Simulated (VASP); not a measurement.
Input of a VASP 6.6.1 run:

Contents of INCAR:

```
SYSTEM = MgO
  PREC = Accurate
  ENCUT = 520
  EDIFF = 1E-6
  ISMEAR = 0
  SIGMA = 0.05
  LREAL = .FALSE.
  LASPH = .TRUE.
  NELM = 80
  ALGO = Normal
  ISIF = 2
  LWAVE = .FALSE.
  LCHARG = .FALSE.
  GGA = PS
  NBANDS = 26
```

KPOINTS

```
Automatic mesh
0
G
  9 9 4
  0 0 0
```

POSCAR

```
MgO
1.0
    3.2553371795      0.0000000000      0.0000000000
   -1.6276685897      2.8192046953      0.0000000000
    0.0000000000      0.0000000000     10.4149514991
Mg O
4 4
Direct
    0.3333333333      0.6666666667      0.9695963559
    0.0000000000      0.0000000000      0.2209473890
    0.0000000000      0.0000000000      0.7209473890
    0.6666666667      0.3333333333      0.4695963559
    0.3333333333      0.6666666667      0.7799156657
    0.0000000000      0.0000000000      0.5045746589
    0.0000000000      0.0000000000      0.0295387694
    0.6666666667      0.3333333333      0.2799156657
```

Potentials or basis: VASP PAW PBE potentials, release 64 (Mg, O).

Command:

```bash
$ cat potpaw_PBE.64/Mg/POTCAR potpaw_PBE.64/O/POTCAR > POTCAR
$ mpirun -np 1 vasp_std > vasp.out
```

Question: Estimate the pressure.

Answer: 0.7 GPa.

Question: What does it give for the largest force?

Answer: 2.568 eV/Å.

Question: Estimate the band gap on the k mesh.

Answer: 2.65 eV.

Forces in eV/Å, atoms in the order of the input:
```
Mg   0.000  0.000  0.533
Mg   0.000  0.000  0.565
Mg   0.000  0.000 -0.546
Mg   0.000  0.000 -1.475
O    0.000  0.000 -0.525
O    0.000  0.000  2.568
O    0.000  0.000 -0.542
O    0.000  0.000 -0.579
```

Caveat: the cell differs from its parent crystal (atom 6 (O) moved by +0.000 Å along [1 0 0] and -0.260 Å along [0 0 1]); the PAW data sets were made with another functional, which shifts forces and pressure a little. A k mesh can miss the band edges.
